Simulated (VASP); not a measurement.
# Si in VASP: single point with PBEsol

Aim: the single point of Si with PBEsol.

Everything below comes from runs of VASP 6.6.1. Logs are shortened: lines on timing, memory, paths and dates and some standing lists are left out, and cuts for length are marked.

## (1) The cell of the first run

The cell holds a slab with vacuum, 4 atoms: a = 3.842 Å, b = 5.434 Å, c = 17.921 Å, α = 90.00°, β = 90.00°, γ = 90.00°.

## (2) Single point, PBEsol

File POSCAR:

```
Si
1.0
    3.8424174448      0.0000000000      0.0000000000
    0.0000000000      5.4339988627      0.0000000000
    0.0000000000      0.0000000000     17.9212000000
Si
4
Direct
    0.0000000000      0.3750000000      0.4463984353
    0.5000000000      0.1250000000      0.4463984353
    0.5000000000      0.8750000000      0.5536015647
    0.0000000000      0.6250000000      0.5536015647
```

File INCAR.step1:

```
  PREC = Accurate
  ENCUT = 520
  EDIFF = 1E-6
  ISMEAR = -1
  SIGMA = 0.02
  LREAL = F
  LASPH = T
  NELM = 100
  ALGO = Normal
  ISIF = 2
  LWAVE = F
  LCHARG = T
  LDIPOL = T
  IDIPOL = 3
  DIPOL = 0.5 0.5 0.500
  GGA = PS
  NBANDS = 16
```

File KPOINTS.step1:

```
regular mesh
0
Gamma
  7 5 1
```

File INCAR.step2:

```
  PREC = Accurate
  ENCUT = 520
  EDIFF = 1E-6
  ISMEAR = -5
  SIGMA = 0.02
  LREAL = F
  LASPH = T
  NELM = 100
  ALGO = Normal
  ISIF = 2
  LWAVE = F
  LCHARG = F
  LDIPOL = T
  IDIPOL = 3
  DIPOL = 0.5 0.5 0.500
  GGA = PS
  LORBIT = 10
  NBANDS = 16
  NEDOS = 1001
  ICHARG = 11
```

File KPOINTS.step2:

```
regular mesh
0
Gamma
  11 8 1
```

Potentials or basis: VASP PAW PBE potentials, release 64 (Si).

Started as:

```sh
$ cat potpaw_PBE.64/Si/POTCAR > POTCAR
$ cp INCAR.step1 INCAR
$ cp KPOINTS.step1 KPOINTS
$ mpirun -np 1 vasp_std > vasp.out
$ cp INCAR.step2 INCAR
$ cp KPOINTS.step2 KPOINTS
$ mpirun -np 1 vasp_std > vasp.out
```

OUTCAR:

```text
PREC = Accurate
   ENCUT = 520
   EDIFF = 1E-6
   ISMEAR = -5
   LREAL = F
   LASPH = T
   NELM = 100
   ISIF = 2
   GGA = PS
   LORBIT = 10
   ICHARG = 11

 ion  position               nearest neighbor table
   1  0.000  0.375  0.446-   2 2.35   2 2.35   4 2.35
   2  0.500  0.125  0.446-   1 2.35   1 2.35   3 2.35
   3  0.500  0.875  0.554-   4 2.35   4 2.35   2 2.35
   4  0.000  0.625  0.554-   3 2.35   3 2.35   1 2.35

  LATTYP: Found a simple orthorhombic cell.
 ALAT       =     3.8424174448
 B/A-ratio  =     1.4142135624
 C/A-ratio  =     4.6640429515

  Lattice vectors:

 A1 = (   3.8424174448,   0.0000000000,   0.0000000000)
 A2 = (   0.0000000000,   5.4339988627,   0.0000000000)
 A3 = (   0.0000000000,   0.0000000000,  17.9212000000)

Analysis of symmetry for initial positions (statically):
=====================================================================
 Subroutine PRICEL returns:
 Original cell was already a primitive cell.

 Routine SETGRP: Setting up the symmetry group for a
 simple orthorhombic supercell.

 Subroutine GETGRP returns: Found  8 space group operations
 (whereof  4 operations were pure point group operations)
 out of a pool of  8 trial point group operations.

The static configuration has the point symmetry C_2h.
 The point group associated with its full space group is D_2h.

Analysis of symmetry for dynamics (positions and initial velocities):
=====================================================================
 Subroutine PRICEL returns:
 Original cell was already a primitive cell.

 Routine SETGRP: Setting up the symmetry group for a
 simple orthorhombic supercell.

 Subroutine GETGRP returns: Found  8 space group operations
 (whereof  4 operations were pure point group operations)
 out of a pool of  8 trial point group operations.

The dynamic configuration has the point symmetry C_2h.
 The point group associated with its full space group is D_2h.

 Subroutine INISYM returns: Found  8 space group operations
 (whereof  4 operations are pure point group operations),
 and found     1 'primitive' translations

----------------------------------------------------------------------------------------

                                     Primitive cell

  volume of cell :     374.1891

  direct lattice vectors                    reciprocal lattice vectors
     3.842417445  0.000000000  0.000000000     0.260252826  0.000000000  0.000000000
     0.000000000  5.433998863  0.000000000     0.000000000  0.184026538  0.000000000
     0.000000000  0.000000000 17.921200000     0.000000000  0.000000000  0.055799835

  length of vectors
     3.842417445  5.433998863 17.921200000     0.260252826  0.184026538  0.055799835

  position of ions in fractional coordinates (direct lattice)
     0.000000000  0.375000000  0.446398435
     0.500000000  0.125000000  0.446398435
     0.500000000  0.875000000  0.553601565
     0.000000000  0.625000000  0.553601565

  ion indices of the primitive-cell ions
   primitive index   ion index
                 1           1
                 2           2
                 3           3
                 4           4

----------------------------------------------------------------------------------------

 KPOINTS: regular mesh

Automatic generation of k-mesh.
 Grid dimensions read from file:
 generate k-points for:   11    8    1

 Generating k-lattice:

  Cartesian coordinates                     Fractional coordinates (reciprocal lattice)
     0.023659348  0.000000000  0.000000000     0.090909091  0.000000000  0.000000000
     0.000000000  0.023003317  0.000000000     0.000000000  0.125000000  0.000000000
     0.000000000  0.000000000  0.055799835     0.000000000  0.000000000  1.000000000

  Length of vectors
     0.023659348  0.023003317  0.055799835

  Shift w.r.t. Gamma in fractional coordinates (k-lattice)
     0.000000000  0.000000000  0.000000000

 TETIRR: Found    252 inequivalent tetrahedra from      528

 Subroutine IBZKPT returns following result:
 ===========================================

 Found     30 irreducible k-points:

 Following reciprocal coordinates:
            Coordinates               Weight
  0.000000  0.000000  0.000000      1.000000
  0.090909  0.000000  0.000000      2.000000
  0.181818  0.000000  0.000000      2.000000
  0.272727  0.000000  0.000000      2.000000
  0.363636  0.000000  0.000000      2.000000
  0.454545  0.000000  0.000000      2.000000
[... 16 lines left out ...]
  0.363636  0.375000  0.000000      4.000000
  0.454545  0.375000  0.000000      4.000000
 [... further k-points ...]
   k-points           NKPTS =     30   k-points in BZ     NKDIM =     30   number of bands    NBANDS=     16
   number of dos      NEDOS =   1001   number of ions     NIONS =      4
   total plane-waves  NPLWV = 168000
   dimension x,y,z NGX =    30 NGY =   40 NGZ =  140
   dimension x,y,z NGXF=    60 NGYF=   80 NGZF=  280
   ions per type =               4
   NGX,Y,Z   is equivalent  to a cutoff of  12.98, 12.24, 12.99 a.u.
   NGXF,Y,Z  is equivalent  to a cutoff of  25.96, 24.47, 25.97 a.u.
 SYSTEM =  unknown system
   PREC   = accura    normal or accurate (medium, high low for compatibility)
   ISTART =      0    job   : 0-new  1-cont  2-samecut
   ICHARG =     11    charge: 1-file 2-atom 10-const
   ISPIN  =      1    spin polarized calculation?
   LNONCOLLINEAR =      F non collinear calculations
   LSORBIT =      F    spin-orbit coupling
   LASPH  =      T    aspherical Exc in radial PAW
   ENCUT  =  520.0 eV  38.22 Ry    6.18 a.u.   7.14 10.10 33.32*2*pi/ulx,y,z
   NELM   =    100;   NELMIN=  2; NELMDL=  0     # of ELM steps
   EDIFF  = 0.1E-05   stopping-criterion for ELM
   LREAL  =      F    real-space projection
   EDIFFG = 0.1E-04   stopping-criterion for IOM
   NSW    =      0    number of steps for IOM
   IBRION =     -1    ionic relax: 0-MD 1-quasi-New 2-CG
   NFREE  =      0    steps in history (QN), initial steepest desc. (CG)
   ISIF   =      2    stress and relaxation
   ISYM   =      2    0-nonsym 1-usesym 2-fastsym
   POTIM  = 0.5000    time-step for ionic-motion
   TEBEG  =    0.0;   TEEND  =   0.0 temperature during run
   PSTRESS=    0.0 pullay stress
   NELECT =      16.0000    total number of electrons
   NUPDOWN=      -1.0000    fix difference up-down
   EMIN   =  10.00;   EMAX   =-10.00  energy-range for DOS
   EFERMI =   0.00;   METHOD = LEGACY
   ISMEAR =    -5;   SIGMA  =   0.02  broadening in eV -4-tet -1-fermi 0-gaus
   EFERMI_NEDOS =   21; number of points for ismear=-14 and -15
   IALGO  =     38    algorithm
   IMIX   =      4    mixing-type and parameters
     AMIX     =   0.40;   BMIX     =  1.00
     AMIX_MAG =   1.60;   BMIX_MAG =  1.00
  volume/ion in A,a.u.               =      93.55       631.29
  Fermi-wavevector in a.u.,A,eV,Ry     =   0.572468  1.081807  4.458894  0.327719
  Thomas-Fermi vector in A             =   1.613353
   LORBIT       =     10    0 simple, 1 ext, 2 COOP (PROOUT), +10 PAW based schemes
   GGA     = PS    functional components
   LHFCALC =     F    Hartree Fock is set to
   AEXX    =    0.0000 exact exchange contribution
   IVDW    =     0    specifies the selected vdW correction
   LEPSILON=     F    determine dielectric tensor
   LRPA    =     F    only Hartree local field effects (RPA)
 non-spin polarized calculation
 Fermi weights with tetrahedron method with Bloechl corrections
  energy-cutoff  :      520.00
  volume of cell :      374.19
 maximum number of plane-waves:     10126
 NGX is ok and might be reduce to    30

 number of electron      15.9999999 magnetization

 dipolmoment           0.000000      0.000000     -0.000000 electrons x Angstroem

 Free energy of the ion-electron system (eV)
  ---------------------------------------------------
  ext. energy  EPLUGINS =         0.00000000
  ---------------------------------------------------
  free energy    TOTEN  =       -19.03832071 eV

  energy without entropy =      -19.03832071  energy(sigma->0) =      -19.03832071

 E-fermi :  -2.4126     XC(G=0):  -2.9548

 val. band max:       -2.3064009386   @ k =   0.1818   0.5000   0.0000
 cond. band min:      -2.5014306494   @ k =   0.3636   0.0000   0.0000
 fundamental gap:     -0.1950297108
 Fermi energy:        -2.4125568549

 k-point     1 :       0.0000    0.0000    0.0000
  band No.  band energies     occupation
      1     -12.9782      2.00000
      2     -10.7288      2.00000
      3      -8.4000      2.00000
      4      -5.1527      2.00000
      5      -4.5088      2.00000
      6      -4.2395      2.00000
[... 8 lines left out ...]
     15       1.9843      0.00000
     16       2.1415      0.00000

 k-point     2 :       0.0909    0.0000    0.0000
  band No.  band energies     occupation
      1     -12.9042      2.00000
      2     -10.6511      2.00000
      3      -8.4412      2.00000
      4      -5.1021      2.00000
      5      -4.6440      2.00000
      6      -4.4421      2.00000
[... 8 lines left out ...]
     15       2.1166      0.00000
     16       2.2183      0.00000

 k-point     3 :       0.1818    0.0000    0.0000
  band No.  band energies     occupation
      1     -12.6835      2.00000
      2     -10.4185      2.00000
      3      -8.6238      2.00000
      4      -5.3011      2.00000
      5      -4.9630      2.00000
      6      -4.9032      2.00000
[... 8 lines left out ...]
     15       2.4332      0.00000
     16       2.4409      0.00000

 k-point     4 :       0.2727    0.0000    0.0000
  band No.  band energies     occupation
      1     -12.3197      2.00000
      2     -10.0324      2.00000
      3      -9.0620      2.00000
      4      -5.9845      2.00000
      5      -5.6550      2.00000
      6      -4.7886      2.00000
[... 8 lines left out ...]
     15       2.7870      0.00000
     16       2.9659      0.00000

 k-point     5 :       0.3636    0.0000    0.0000
  band No.  band energies     occupation
      1     -11.8202      2.00000
      2      -9.7333      2.00000
      3      -9.4953      2.00000
      4      -7.0370      2.00000
      5      -5.6064      2.00000
      6      -4.7201      2.00000
[... 8 lines left out ...]
     15       2.9453      0.00000
     16       3.3467      0.00000

 k-point     6 :       0.4545    0.0000    0.0000
  band No.  band energies     occupation
      1     -11.1992      2.00000
      2     -10.4844      2.00000
      3      -8.8116      2.00000
      4      -7.9880      2.00000
      5      -5.2996      2.00000
      6      -4.9253      2.00000
[... 8 lines left out ...]
     15       2.8776      0.00000
     16       3.5777      0.00000
[... 267 lines left out ...]
 k-point    21 :       0.1818    0.3750    0.0000
  band No.  band energies     occupation
      1     -12.1902      2.00000
      2     -11.4078      2.00000
      3      -7.6814      2.00000
      4      -6.6057      2.00000
      5      -5.2307      2.00000
      6      -4.7366      2.00000
[... 8 lines left out ...]
     15       2.3855      0.00000
     16       2.8893      0.00000

 k-point    22 :       0.2727    0.3750    0.0000
  band No.  band energies     occupation
      1     -11.8399      2.00000
      2     -11.0793      2.00000
      3      -8.0478      2.00000
      4      -7.0571      2.00000
      5      -5.6087      2.00000
      6      -5.0944      2.00000
[... 8 lines left out ...]
     15       3.0791      0.00000
     16       3.1649      0.00000

 k-point    23 :       0.3636    0.3750    0.0000
  band No.  band energies     occupation
      1     -11.3735      2.00000
      2     -10.6918      2.00000
      3      -8.6393      2.00000
      4      -7.8427      2.00000
      5      -5.4773      2.00000
      6      -4.9182      2.00000
[... 8 lines left out ...]
     15       3.2287      0.00000
     16       3.3806      0.00000

 k-point    24 :       0.4545    0.3750    0.0000
  band No.  band energies     occupation
      1     -10.8507      2.00000
      2     -10.5069      2.00000
      3      -8.9698      2.00000
      4      -8.5925      2.00000
      5      -5.0624      2.00000
      6      -4.6955      2.00000
[... 8 lines left out ...]
     15       3.1213      0.00000
     16       3.6223      0.00000

 [... further k-points ...]

------------------------ aborting loop because EDIFF is reached ----------------------------------------

 vacuum level on the upper side and lower side of the slab       (xc-potential included)        -0.067        -0.067

  FORCE on cell =-STRESS in cart. coord.  units (eV):
  Direction    XX          YY          ZZ          XY          YZ          ZX
  --------------------------------------------------------------------------------------
  -------------------------------------------------------------------------------------
  Total       -0.8395631     -2.0030720     -2.1256430      0.0000000      0.0000000      0.0000000
  in kB       -3.5947835     -8.5766159     -9.1014319      0.0000000      0.0000000      0.0000000
  external PRESSURE =      -7.0909438 kB  Pullay stress =       0.0000000 kB

 VOLUME and BASIS-vectors are now :
 -----------------------------------------------------------------------------
  energy-cutoff  :      520.00
  volume of cell :      374.19
      direct lattice vectors                 reciprocal lattice vectors
     3.842417445  0.000000000  0.000000000     0.260252826  0.000000000  0.000000000
     0.000000000  5.433998863  0.000000000     0.000000000  0.184026538  0.000000000
     0.000000000  0.000000000 17.921200000     0.000000000  0.000000000  0.055799835

 POSITION                                       TOTAL-FORCE (eV/Angst)
 -----------------------------------------------------------------------------------
      0.00000      2.03775      8.00000         0.000000     -0.097765      0.483065
      1.92121      0.67925      8.00000         0.000000      0.097765      0.483065
      1.92121      4.75475      9.92120         0.000000     -0.097765     -0.483065
      0.00000      3.39625      9.92120         0.000000      0.097765     -0.483065
 -----------------------------------------------------------------------------------
    total drift:                               -0.000000     -0.000000     -0.000000

  FREE ENERGIE OF THE ION-ELECTRON SYSTEM (eV)
  ---------------------------------------------------
  free  energy   TOTEN  =       -19.0383207095 eV

  energy  without entropy=      -19.0383207095  energy(sigma->0) =      -19.03832071

 vacuum level on the upper side and lower side of the slab         2.133         2.133

 total charge

# of ion       s       p       d       tot
------------------------------------------
    1        0.819   0.810   0.000   1.629
    2        0.819   0.810   0.000   1.629
    3        0.819   0.810   0.000   1.629
    4        0.819   0.810   0.000   1.629
--------------------------------------------------
tot          3.277   3.241   0.000   6.518
```

Run time: 2.4 min. Hardware: 1 thread of Intel Xeon 6975P-C (Granite Rapids), shared host; peak memory 0.44 GiB.

What came out:

| Item | Value |
| --- | --- |
| Valence electrons inside the program's atomic spheres | Si 1.63 |

Levels at points of the mesh, in eV from the Fermi level:
```csv
k point,band 4,band 5,band 6,band 7,band 8,band 9,band 10,band 11,band 12,band 13
"(0.00, 0.00, 0.00)",-2.74,-2.10,-1.83,-1.44,-0.36,1.00,1.72,2.42,3.09,3.30
"(0.00, 0.50, 0.00)",-4.69,-1.18,-1.18,-0.19,-0.19,0.24,0.24,2.66,2.66,4.96
```

Caveat: the PAW data sets were made with another functional, which shifts forces and pressure a little; tetrahedron occupations give inexact forces and stress in metals.
